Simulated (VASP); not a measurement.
Pb: single point with r2SCAN

Crystal: Pb.

```
CELL_PARAMETERS angstrom
3.62847 0.00000 0.00000
-1.81424 3.14235 0.00000
0.00000 0.00000 11.76168
ATOMIC_POSITIONS crystal
Pb 0.00000 0.00000 0.00000
Pb 0.00000 0.00000 0.50000
Pb 0.33333 0.66667 0.25000
Pb 0.66667 0.33333 0.75000
```

This isn't the form of Pb at room conditions, which is fcc.

```json
{
  "Program": "VASP 6.6.1",
  "Task": "single point",
  "Functional": "r2SCAN",
  "Potentials or basis": "VASP PAW PBE potentials, release 64 (Pb_d)",
  "Cutoff": "520 eV",
  "k mesh": "12 × 12 × 3",
  "Occupations": "fermi-dirac, width 0.1 eV",
  "Spin": "no spin polarisation"
}
```

The pressure is -2.8 GPa. The band gap on the k mesh is zero (bands 28 and 29 overlap by 7.17 eV).

Stress tensor (GPa, compression positive):
```
-2.95  0.00  0.00
 0.00 -2.95  0.00
 0.00  0.00 -2.59
```

Levels at points of the mesh, in eV from the Fermi level:
| k point | band 25 | band 26 | band 27 | band 28 | band 29 | band 30 | band 31 | band 32 |
| --- | --- | --- | --- | --- | --- | --- | --- | --- |
| (0.00, 0.00, 0.00) | -3.90 | 0.70 | 0.71 | 5.10 | 5.10 | 5.84 | 5.84 | 5.90 |
| (0.50, 0.00, 0.00) | -3.78 | -3.49 | -2.25 | -1.76 | 0.03 | 0.80 | 1.91 | 3.18 |

It took 21 min on 1 thread of Intel Xeon 8259CL, with other jobs on the host, peak memory 0.35 GiB.

Caveat: the PAW data sets were made with another functional, which shifts forces and pressure a little; spin-orbit coupling is left out, which moves the levels of the heavy elements.
